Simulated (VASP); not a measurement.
Input of a VASP 6.6.1 run:

Contents of INCAR:

```
SYSTEM = O
PREC     = Accurate       ! precision mode
ENCUT    = 520            ! plane-wave cutoff, eV
EDIFF    = 1E-6           ! SCF threshold, eV
ISMEAR   = 0              ! smearing method
SIGMA    = 0.01           ! smearing width, eV
LREAL    = .False.        ! projectors in reciprocal space
LASPH    = .True.         ! aspherical terms in the spheres
NELM     = 80             ! most SCF steps
ALGO     = Normal         ! electronic algorithm
ISIF     = 2              ! what is computed and relaxed
LWAVE    = .False.        ! write WAVECAR
LCHARG   = .False.        ! write CHGCAR
GGA      = PE             ! functional
NBANDS   = 20             ! bands
```

KPOINTS

```
Automatic mesh
0
Gamma
  8 6 10
  0 0 0
```

The input POSCAR:

```
O
1.0
    4.0422525787      0.0000000000     -0.0511341507
    0.0000000000      4.0261654351      0.0000000000
   -1.0645954103      0.0000000000      2.7914433865
O
4
Direct
    0.3398634731      0.6842024492      0.6702334519
    0.6601365269      0.6842024492      0.8297665481
    0.6601365269      0.3157975508      0.3297665481
    0.3398634731      0.3157975508      0.1702334519
```

Potentials or basis: VASP PAW PBE potentials, release 64 (O).

Run with:

```console
$ cat potpaw_PBE.64/O/POTCAR > POTCAR
$ mpirun -np 1 vasp_std > vasp.out
```

Problem. What does it give for the band gap on the k mesh?

Solution. 0.91 eV (least direct gap 0.94 eV).

Problem. Predict the pressure.

Solution. 9.5 GPa.

Problem. What does it give for the largest force?

Solution. 2.027 eV/Å.

Stress tensor (GPa, compression positive):
```
18.35  0.00  5.27
 0.00  3.64  0.00
 5.27  0.00  6.53
```

Caveat: the standard files for N, O and F lose accuracy on very short bonds; spin is off for a triplet molecule; the cell stands under pressure; this functional lacks dispersion, which holds the molecules together, so the pressure and a relaxed volume are unreliable; forces of over 1 eV/Å act on the atoms, so gaps and moduli don't describe the material at rest. A k mesh can miss the band edges.
